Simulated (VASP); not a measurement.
**CsCr3: single point with PBE**

Crystal: CsCr3.

```
Cs Cr
1.0
     4.80524    0.00000    0.00000
     0.00000    4.80524    0.00000
     0.00000    0.00000    4.80524
Cs Cr
1 3
Direct
  0.00000 0.00000 0.00000
  0.00000 0.50000 0.50000
  0.50000 0.00000 0.50000
  0.50000 0.50000 0.00000
```

| Quantity | Value |
| --- | --- |
| Program | VASP 6.6.1 |
| Task | single point |
| Functional | PBE |
| Potentials or basis | VASP PAW PBE potentials, release 64 (Cs_sv, Cr_pv) |
| Cutoff | 520 eV |
| k mesh | 4 × 4 × 4 |
| Occupations | gaussian, width 0.1 eV |
| Spin | collinear spin, ferromagnetic start |
| Starting moments | [0.23, 4.02, 4.02, 4.02] μB |
| Dipole correction | no |
| Further INCAR settings | ALGO = Fast; EDIFF = 1e-06; NBANDS = 34 |

The pressure is 0.0 GPa, the net moment is 14.44 μB per cell and the site moments are Cs +0.14; Cr +4.05 μB. The valence electrons inside the program's atomic spheres are Cs 6.60; Cr 10.46.

Levels at points of the mesh, in eV from the Fermi level:
Spin up:
| k point | band 27 | band 28 | band 29 | band 30 | band 31 | band 32 | band 33 | band 34 |
| --- | --- | --- | --- | --- | --- | --- | --- | --- |
| (0.00, 0.00, 0.00) | -0.13 | -0.13 | -0.13 | 1.87 | 1.87 | 1.87 | 2.13 | 2.13 |
| (0.50, 0.00, 0.00) | -0.80 | -0.80 | -0.51 | -0.13 | 1.67 | 1.67 | 2.26 | 3.33 |
| (0.50, 0.50, 0.00) | -0.83 | -0.83 | -0.62 | -0.45 | 0.72 | 0.72 | 2.81 | 2.81 |
| (0.50, 0.50, 0.50) | -0.27 | -0.27 | -0.27 | 1.03 | 1.03 | 1.03 | 1.86 | 1.86 |
Spin down:
```
           k point  band 13  band 14  band 15  band 16  band 17  band 18
(0.00, 0.00, 0.00)    -8.99    -3.58    -0.43    -0.43     0.69     0.86
(0.50, 0.00, 0.00)    -8.98    -1.66    -1.51     0.38     1.11     1.11
(0.50, 0.50, 0.00)    -8.97    -1.65     0.33     0.33     0.42     1.22
(0.50, 0.50, 0.50)    -9.25    -0.97    -0.97    -0.97     0.21     1.31
```

Wall time 45 s on 1 thread of AMD EPYC 9R45 96-Core Processor (Zen 5) (shared host), peak memory 0.23 GiB.

Caveat: spin-orbit coupling is left out, which moves the levels of the heavy elements.
